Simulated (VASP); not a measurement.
# HC12 (a cell with a defect) in VASP: notebook

The runs below take HC12 (a cell with a defect) through single point, with PBE.

Everything below comes from runs of VASP 6.6.1. Logs are shortened: lines on timing, memory, paths and dates and some standing lists are left out, and cuts for length are marked.

**1. The cell of the first run**

The cell holds a defect, 13 atoms: a = 4.374 Å, b = 4.374 Å, c = 4.374 Å, α = 80.41°, β = 70.53°, γ = 60.00°.

**2. Single point, PBE**

Contents of INCAR:

```
  ALGO = Normal
  EDIFF = 1E-6
  ENCUT = 520
  GGA = PE
  ISIF = 2
  ISMEAR = 0
  LASPH = T
  LCHARG = F
  LREAL = F
  LWAVE = F
  NBANDS = 36
  NELECT = 48.0
  NELM = 100
  PREC = Accurate
  SIGMA = 0.05
```

Contents of KPOINTS:

```
k-points
0
Gamma
  6 6 6
```

Contents of POSCAR:

```
HC12
1.0
   -3.5715485858     -1.7857742929     -1.7857742929
   -1.7857742929     -3.5715485858      1.7857742929
   -3.5715485858      1.7857742929      1.7857742929
C H
12 1
Direct
    0.9166666667      0.6666666667      0.2500000000
    0.5833333333      0.3333333333      0.2500000000
    0.2500000000      0.0000000000      0.2500000000
    0.0833333333      0.3333333333      0.7500000000
    0.7500000000      0.0000000000      0.7500000000
    0.4166666667      0.6666666667      0.7500000000
    0.5416666667      0.6666666667      0.3750000000
    0.2083333333      0.3333333333      0.3750000000
    0.8750000000      0.0000000000      0.3750000000
    0.7083333333      0.3333333333      0.8750000000
    0.3750000000      0.0000000000      0.8750000000
    0.0416666667      0.6666666667      0.8750000000
    0.8125000000      0.6250000000      0.1875000000
```

Potentials or basis: VASP PAW PBE potentials, release 64 (C, H).

Launch:

```sh
> cat potpaw_PBE.64/C/POTCAR potpaw_PBE.64/H/POTCAR > POTCAR
> mpirun -np 1 vasp_std > vasp.out
```

OUTCAR:

```text
EDIFF = 1E-6
   ENCUT = 520
   GGA = PE
   ISIF = 2
   ISMEAR = 0
   LASPH = T
   LREAL = F
   NELECT = 48.0
   NELM = 100
   PREC = Accurate

 ion  position               nearest neighbor table
   1  0.917  0.667  0.250-  13 0.71   9 1.55  12 1.55   7 1.55   8 1.55
   2  0.583  0.333  0.250-   8 1.55  10 1.55   9 1.55   7 1.55
   3  0.250  0.000  0.250-   8 1.55   9 1.55  11 1.55   7 1.55
   4  0.083  0.333  0.750-   8 1.55  10 1.55  11 1.55  12 1.55
   5  0.750  0.000  0.750-  10 1.55   9 1.55  11 1.55  12 1.55
   6  0.417  0.667  0.750-  11 1.55   7 1.55  12 1.55  10 1.55
   7  0.542  0.667  0.375-  13 1.14   6 1.55   1 1.55   3 1.55   2 1.55
   8  0.208  0.333  0.375-   3 1.55   2 1.55   4 1.55   1 1.55
   9  0.875  0.000  0.375-   1 1.55   3 1.55   5 1.55   2 1.55
  10  0.708  0.333  0.875-   5 1.55   4 1.55   2 1.55   6 1.55
  11  0.375  0.000  0.875-   6 1.55   5 1.55   3 1.55   4 1.55
  12  0.042  0.667  0.875-  13 1.45   6 1.55   1 1.55   5 1.55   4 1.55
  13  0.812  0.625  0.188-   1 0.71   7 1.14  12 1.45

 -----------------------------------------------------------------------------
|                                                                             |
|           W    W    AA    RRRRR   N    N  II  N    N   GGGG   !!!           |
|           W    W   A  A   R    R  NN   N  II  NN   N  G    G  !!!           |
|           W    W  A    A  R    R  N N  N  II  N N  N  G       !!!           |
|           W WW W  AAAAAA  RRRRR   N  N N  II  N  N N  G  GGG   !            |
|           WW  WW  A    A  R   R   N   NN  II  N   NN  G    G                |
|           W    W  A    A  R    R  N    N  II  N    N   GGGG   !!!           |
|                                                                             |
|     The distance between some ions is very small. Please check the          |
|     nearest-neighbor list in the OUTCAR file.                               |
|     I HOPE YOU KNOW WHAT YOU ARE DOING!                                     |
|                                                                             |
 -----------------------------------------------------------------------------

  LATTYP: Found a base centered monoclinic cell.
 ALAT       =     4.3742358134
 B/A-ratio  =     1.7320508076
 C/A-ratio  =     1.0000000000
 COS(beta)  =    -0.3333333333

  Lattice vectors:

 A1 = (   1.7857742929,  -1.7857742929,   3.5715485858)
 A2 = (   1.7857742929,   3.5715485858,  -1.7857742929)
 A3 = (  -3.5715485858,   1.7857742929,   1.7857742929)

Analysis of symmetry for initial positions (statically):
=====================================================================
 Subroutine PRICEL returns:
 Original cell was already a primitive cell.

 Routine SETGRP: Setting up the symmetry group for a
 base centered monoclinic supercell.

 Subroutine GETGRP returns: Found  1 space group operations
 (whereof  1 operations were pure point group operations)
 out of a pool of  4 trial point group operations.

The static configuration has the point symmetry C_1 .

Analysis of symmetry for dynamics (positions and initial velocities):
=====================================================================
 Subroutine PRICEL returns:
 Original cell was already a primitive cell.

 Routine SETGRP: Setting up the symmetry group for a
 base centered monoclinic supercell.

 Subroutine GETGRP returns: Found  1 space group operations
 (whereof  1 operations were pure point group operations)
 out of a pool of  4 trial point group operations.

The dynamic configuration has the point symmetry C_1 .

 Subroutine INISYM returns: Found  1 space group operations
 (whereof  1 operations are pure point group operations),
 and found     1 'primitive' translations

----------------------------------------------------------------------------------------

                                     Primitive cell

  volume of cell :      68.3378

  direct lattice vectors                    reciprocal lattice vectors
    -3.571548586 -1.785774293 -1.785774293    -0.139995296 -0.046665099 -0.233325493
    -1.785774293 -3.571548586  1.785774293     0.000000000 -0.186660394  0.186660394
    -3.571548586  1.785774293  1.785774293    -0.139995296  0.139995296  0.139995296

  length of vectors
     4.374235813  4.374235813  4.374235813     0.276074446  0.263977661  0.242478965

[... 46 lines left out ...]
  Length of vectors
     0.046012408  0.043996277  0.040413161

  Shift w.r.t. Gamma in fractional coordinates (k-lattice)
     0.000000000  0.000000000  0.000000000

 Subroutine IBZKPT returns following result:
 ===========================================

 Found    112 irreducible k-points:

 Following reciprocal coordinates:
            Coordinates               Weight
  0.000000  0.000000  0.000000      1.000000
  0.166667  0.000000 -0.000000      2.000000
 -0.166667 -0.166667  0.000000      2.000000
  0.333333  0.000000 -0.000000      2.000000
 -0.333333 -0.333333  0.000000      2.000000
  0.500000  0.000000 -0.000000      1.000000
[... 16 lines left out ...]
 -0.166667 -0.166667 -0.166667      2.000000
  0.333333  0.000000  0.166667      2.000000
 [... further k-points ...]
   k-points           NKPTS =    112   k-points in BZ     NKDIM =    112   number of bands    NBANDS=     36
   number of dos      NEDOS =    301   number of ions     NIONS =     13
   total plane-waves  NPLWV =  46656
   dimension x,y,z NGX =    36 NGY =   36 NGZ =   36
   dimension x,y,z NGXF=    72 NGYF=   72 NGZF=   72
   ions per type =              12   1
   NGX,Y,Z   is equivalent  to a cutoff of  13.68, 13.68, 13.68 a.u.
   NGXF,Y,Z  is equivalent  to a cutoff of  27.36, 27.36, 27.36 a.u.
 SYSTEM =  unknown system
   PREC   = accura    normal or accurate (medium, high low for compatibility)
   ISTART =      0    job   : 0-new  1-cont  2-samecut
   ICHARG =      2    charge: 1-file 2-atom 10-const
   ISPIN  =      1    spin polarized calculation?
   LNONCOLLINEAR =      F non collinear calculations
   LSORBIT =      F    spin-orbit coupling
   LASPH  =      T    aspherical Exc in radial PAW
   ENCUT  =  520.0 eV  38.22 Ry    6.18 a.u.   8.13  8.13  8.13*2*pi/ulx,y,z
   NELM   =    100;   NELMIN=  2; NELMDL= -5     # of ELM steps
   EDIFF  = 0.1E-05   stopping-criterion for ELM
   LREAL  =      F    real-space projection
   EDIFFG = 0.1E-04   stopping-criterion for IOM
   NSW    =      0    number of steps for IOM
   IBRION =     -1    ionic relax: 0-MD 1-quasi-New 2-CG
   NFREE  =      0    steps in history (QN), initial steepest desc. (CG)
   ISIF   =      2    stress and relaxation
   ISYM   =      2    0-nonsym 1-usesym 2-fastsym
   POTIM  = 0.5000    time-step for ionic-motion
   TEBEG  =    0.0;   TEEND  =   0.0 temperature during run
   PSTRESS=    0.0 pullay stress
   NELECT =      48.0000    total number of electrons
   NUPDOWN=      -1.0000    fix difference up-down
   EMIN   =  10.00;   EMAX   =-10.00  energy-range for DOS
   EFERMI =   0.00;   METHOD = LEGACY
   ISMEAR =     0;   SIGMA  =   0.05  broadening in eV -4-tet -1-fermi 0-gaus
   EFERMI_NEDOS =   21; number of points for ismear=-14 and -15
   IALGO  =     38    algorithm
   IMIX   =      4    mixing-type and parameters
     AMIX     =   0.40;   BMIX     =  1.00
     AMIX_MAG =   1.60;   BMIX_MAG =  1.00
  volume/ion in A,a.u.               =       5.26        35.47
  Fermi-wavevector in a.u.,A,eV,Ry     =   1.455241  2.750007 28.813417  2.117726
  Thomas-Fermi vector in A             =   2.572298
   LORBIT       =      0    0 simple, 1 ext, 2 COOP (PROOUT), +10 PAW based schemes
   GGA     = PE    functional components
   LHFCALC =     F    Hartree Fock is set to
   AEXX    =    0.0000 exact exchange contribution
   IVDW    =     0    specifies the selected vdW correction
   LEPSILON=     F    determine dielectric tensor
   LRPA    =     F    only Hartree local field effects (RPA)
 non-spin polarized calculation
 Gauss-broadening in eV      SIGMA  =   0.05
  energy-cutoff  :      520.00
  volume of cell :       68.34
 maximum number of plane-waves:      1862
 NGX is ok and might be reduce to    36
   NGX = 17   NGY = 17   NGZ = 17

 number of electron      48.0000002 magnetization

 Free energy of the ion-electron system (eV)
  ---------------------------------------------------
  ext. energy  EPLUGINS =         0.00000000
  ---------------------------------------------------
  free energy    TOTEN  =      -111.93978838 eV

  energy without entropy =     -111.93978838  energy(sigma->0) =     -111.93978838

 E-fermi :  10.0469     XC(G=0): -13.1969

 val. band max:        9.8039108658   @ k =   0.0000   0.0000   0.0000
 cond. band min:      12.8287895919   @ k =   0.3333  -0.3333   0.3333
 fundamental gap:      3.0248787261
 Fermi energy:        10.0468680142

 k-point     1 :       0.0000    0.0000    0.0000
  band No.  band energies     occupation
      1     -13.1744      2.00000
      2      -8.7036      2.00000
      3      -5.6288      2.00000
      4      -4.3908      2.00000
      5      -4.1425      2.00000
      6      -3.8829      2.00000
[... 925 lines left out ...]
     35      19.0015      0.00000
     36      20.2538      0.00000

 [... further k-points ...]

------------------------ aborting loop because EDIFF is reached ----------------------------------------

  FORCE on cell =-STRESS in cart. coord.  units (eV):
  Direction    XX          YY          ZZ          XY          YZ          ZX
  --------------------------------------------------------------------------------------
  -------------------------------------------------------------------------------------
  Total       18.0665225     -4.7396799     -7.3095739     10.2045099      3.5480606      1.0264582
  in kB      423.5690334   -111.1216424   -171.3727225    239.2444038     83.1841651     24.0652802
  external PRESSURE =      47.0248895 kB  Pullay stress =       0.0000000 kB

 VOLUME and BASIS-vectors are now :
 -----------------------------------------------------------------------------
  energy-cutoff  :      520.00
  volume of cell :       68.34
      direct lattice vectors                 reciprocal lattice vectors
    -3.571548586 -1.785774293 -1.785774293    -0.139995296 -0.046665099 -0.233325493
    -1.785774293 -3.571548586  1.785774293     0.000000000 -0.186660394  0.186660394
    -3.571548586  1.785774293  1.785774293    -0.139995296  0.139995296  0.139995296

 POSITION                                       TOTAL-FORCE (eV/Angst)
 -----------------------------------------------------------------------------------
     -5.35732     -3.57155     -0.00000       -46.597943    -15.389341     -1.346129
     -3.57155     -1.78577     -0.00000         0.373073      0.008440     -0.353852
     -1.78577      0.00000      0.00000         0.184890     -0.398987     -0.415425
     -3.57155      0.00000      1.78577        -0.007986      0.244322      0.067832
     -5.35732      0.00000      0.00000        -0.038655      0.257560      0.283094
     -5.35732     -1.78577      1.78577        -1.093008      0.031514     -0.039028
     -4.46444     -2.67866      0.89289         2.397279      4.340922      5.281466
     -2.67866     -0.89289      0.89289        -0.392994      0.337739      0.191727
     -4.46444     -0.89289     -0.89289        -0.033625      0.146327      0.558705
     -6.25021     -0.89289      0.89289         0.180275     -0.108536     -0.214889
     -4.46444      0.89289      0.89289         0.154113     -0.193626     -0.110966
     -4.46444     -0.89289      2.67866         1.267162     -2.365290     -2.061788
     -4.68766     -3.34833      0.00000        43.607420     13.088956     -1.840748
 -----------------------------------------------------------------------------------
    total drift:                               -0.000001     -0.000111     -0.000046

  FREE ENERGIE OF THE ION-ELECTRON SYSTEM (eV)
  ---------------------------------------------------
  free  energy   TOTEN  =      -111.9397883770 eV

  energy  without entropy=     -111.9397883770  energy(sigma->0) =     -111.93978838
```

Run time: 2.6 min. Hardware: 1 thread of Intel Xeon 6975P-C (Granite Rapids), shared host; peak memory 0.31 GiB.

Results:

```yaml
Free_energy: -111.9398 eV
Largest_force: 49.092 eV/Å
```

Forces on the atoms (eV/Å):
```
C   -46.598 -15.389  -1.346
C     0.373   0.008  -0.354
C     0.185  -0.399  -0.415
C    -0.008   0.244   0.068
C    -0.039   0.258   0.283
C    -1.093   0.032  -0.039
C     2.397   4.341   5.281
C    -0.393   0.338   0.192
C    -0.034   0.146   0.559
C     0.180  -0.109  -0.215
C     0.154  -0.194  -0.111
C     1.267  -2.365  -2.062
H    43.607  13.089  -1.841
```

Caveat: the cell carries a net charge on a neutralising background, which shifts energy and pressure; the cell is charged against a uniform background, so pressure and absolute levels hang on convention.

**3. Single point, PBE**

Contents of INCAR:

```
ALGO     = Normal         # electronic algorithm
EDIFF    = 1E-6           # SCF threshold, eV
ENCUT    = 520            # plane-wave cutoff, eV
GGA      = PE             # functional
ISIF     = 2              # what is computed and relaxed
ISMEAR   = 0              # smearing method
LASPH    = True           # aspherical terms in the spheres
LCHARG   = True           # write CHGCAR
LELF     = True           # ELF
LREAL    = False          # projectors in reciprocal space
LVHAR    = True         
LWAVE    = False          # write WAVECAR
NBANDS   = 36             # bands
NELECT   = 48.0         
NELM     = 60             # most SCF steps
PREC     = Accurate       # precision mode
SIGMA    = 0.05           # smearing width, eV
```

KPOINTS is that of step 2.

POSCAR, as its differences from that of step 2:

```diff
@@ -20,2 +20,2 @@
     0.0416666667      0.6666666667      0.8750000000
-    0.8125000000      0.6250000000      0.1875000000
+    0.7083333333      0.4583333333      0.2500000000
```

Potentials or basis: VASP PAW PBE potentials, release 64 (C, H).

Launch:

```sh
> cat potpaw_PBE.64/C/POTCAR potpaw_PBE.64/H/POTCAR > POTCAR
> mpirun -np 1 vasp_std > vasp.out
```

It took 2.6 min on 1 thread of Intel Xeon 6975P-C (Granite Rapids), shared host; peak memory 0.31 GiB.

The run converged. Its results:

```yaml
Free_energy: -116.5955 eV
Largest_force: 13.568 eV/Å
```

Forces in eV/Å, atoms in the order of the input:
```
C   -1.050 -1.600 -0.589
C    9.531  9.220 -2.107
C    0.602 -0.245 -0.893
C   -0.241  0.058 -0.028
C   -0.170  0.268  0.319
C   -0.225  0.756  0.042
C   -4.191 -3.812 12.329
C   -0.569  0.261  0.853
C   -0.563  0.915  0.018
C    0.781 -0.486 -0.636
C    0.259 -0.399 -0.314
C    0.351 -0.304 -0.198
H   -4.514 -4.632 -8.798
```

Levels at points of the mesh, in eV from the Fermi level:
```tsv
k point	band 22	band 23	band 24	band 25	band 26	band 27
(0.00, 0.00, 0.00)	-0.58	-0.32	-0.25	4.26	4.94	5.07
(0.50, 0.00, 0.00)	-4.34	-2.84	-2.13	5.19	5.52	6.20
(0.50, 0.50, 0.00)	-4.28	-2.40	-2.12	4.01	5.88	6.22
(0.00, 0.50, 0.00)	-3.05	-1.85	-1.61	3.89	4.41	5.74
(0.00, 0.00, 0.50)	-2.62	-1.60	-1.59	4.99	6.08	6.76
(0.50, 0.00, 0.50)	-3.59	-3.07	-3.04	4.00	4.36	5.33
(0.50, 0.50, 0.50)	-3.64	-3.11	-3.07	3.48	4.44	5.42
(0.00, 0.50, 0.50)	-4.45	-3.98	-3.97	4.19	5.25	5.73
```

Caveat: the cell carries a net charge on a neutralising background, which shifts energy and pressure; the cell is charged against a uniform background, so pressure and absolute levels hang on convention.

**4. Single point, PBE**

Contents of INCAR:

```
SYSTEM = HC12
PREC = Accurate
ENCUT = 520
EDIFF = 1E-6
ISMEAR = 0
SIGMA = 0.05
LREAL = .FALSE.
LASPH = .TRUE.
NELM = 60
ALGO = Normal
ISIF = 2
LWAVE = .FALSE.
LCHARG = .TRUE.
GGA = PE
LELF = .TRUE.
LVHAR = .TRUE.
NBANDS = 36
NELECT = 48.0
```

Contents of KPOINTS:

```
Automatic mesh
0
G
  6 6 6
  0 0 0
```

POSCAR, as its differences from that of step 3:

```diff
@@ -20,2 +20,2 @@
     0.0416666667      0.6666666667      0.8750000000
-    0.7083333333      0.4583333333      0.2500000000
+    0.5625000000      0.7500000000     -0.1875000000
```

Launch:

```sh
> cat potpaw_PBE.64/C/POTCAR potpaw_PBE.64/H/POTCAR > POTCAR
> mpirun -np 1 vasp_std > vasp.out
```

Run time: 2.5 min. Hardware: 1 thread of Intel Xeon 6975P-C (Granite Rapids), shared host; peak memory 0.31 GiB.

It converged, with:

| Quantity | Value |
| --- | --- |
| Free energy | -117.3840 eV |
| Largest force | 10.379 eV/Å |

Forces on the atoms (eV/Å):
```
C   -0.241  0.130  0.098
C   -0.201  0.325  0.381
C   -0.329  0.576  0.386
C    0.699 -0.354 -1.051
C   -0.717 -1.702 -0.613
C    9.148  4.530 -1.876
C    0.203 -0.502 -0.297
C    0.259 -0.311 -0.291
C    0.394 -0.215 -0.185
C   -0.668  1.631 -0.648
C   -1.901 -4.514  9.114
C   -0.980  0.406  0.658
H   -5.666 -0.001 -5.675
```

Levels at points of the mesh, in eV from the Fermi level:
```
           k point  band 21  band 22  band 23  band 24  band 25  band 26  band 27  band 28
(0.00, 0.00, 0.00)    -3.30    -0.51    -0.28    -0.27     4.11     4.95     5.11     5.81
(0.50, 0.00, 0.00)    -4.47    -4.37    -2.72    -2.11     4.78     5.80     6.27     6.45
(0.50, 0.50, 0.00)    -4.60    -4.29    -2.41    -2.14     3.98     5.87     6.28     6.48
(0.00, 0.50, 0.00)    -3.19    -3.06    -1.75    -1.57     3.43     4.43     6.33     7.02
(0.00, 0.00, 0.50)    -3.03    -2.72    -1.56    -1.55     5.17     5.93     6.64     6.92
(0.50, 0.00, 0.50)    -3.88    -3.60    -3.06    -3.05     4.09     4.23     5.13     5.78
(0.50, 0.50, 0.50)    -3.76    -3.63    -3.10    -3.04     3.38     4.43     5.28     5.48
(0.00, 0.50, 0.50)    -4.62    -4.45    -3.96    -3.95     3.87     5.40     5.70     6.03
```

Caveat: the cell carries a net charge on a neutralising background, which shifts energy and pressure; the cell is charged against a uniform background, so pressure and absolute levels hang on convention.
